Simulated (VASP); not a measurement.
## ZnRe: single point with PBE

The system is ZnRe.

```xyz
2
Lattice="2.7482 0.0000 0.0000 -1.3741 2.3800 0.0000 0.0000 0.0000 4.4941" Properties=species:S:1:pos:R:3 pbc="T T T"
Re    0.0000    1.5867    2.2470
Zn    0.0000    0.0000    0.0000
```

| Property | Result |
| --- | --- |
| Program | VASP 6.6.1 |
| Task | single point |
| Functional | PBE |
| Potentials or basis | VASP PAW PBE potentials, release 64 (Re_sv_GW, Zn) |
| Cutoff | 560 eV |
| k mesh | 8 × 8 × 4 |
| Occupations | methfessel-paxton, width 0.05 eV |
| Spin | no spin polarisation |

```
Pressure               : -1.7 GPa
Band gap on the k mesh : zero (an odd number of electrons rules out a gap without spin polarisation)
```

Stress tensor (GPa, compression positive):
```
-2.50  0.00  0.00
 0.00 -2.50  0.00
 0.00  0.00 -0.07
```

Levels at points of the mesh, in eV from the Fermi level:
```tsv
k point	band 9	band 10	band 11	band 12	band 13	band 14	band 15	band 16	band 17	band 18
(0.00, 0.00, 0.00)	-6.94	-6.94	-5.07	-1.59	-1.32	-1.32	1.68	1.68	4.71	13.92
(0.50, 0.00, 0.00)	-6.67	-5.43	-4.02	-3.30	-1.68	0.72	4.11	4.93	6.27	6.55
(0.00, 0.00, 0.50)	-7.07	-6.95	-6.95	-3.16	-1.23	-1.23	1.61	1.61	9.33	13.70
(0.50, 0.00, 0.50)	-6.67	-5.25	-4.64	-1.42	-0.50	0.22	1.06	4.07	4.12	8.41
```

Run time: 12 s on 1 thread of Intel(R) Xeon(R) Platinum 8488C (Sapphire Rapids), with other jobs on the host, peak memory 0.17 GiB.

Caveat: spin-orbit coupling is left out, which moves the levels of the heavy elements.
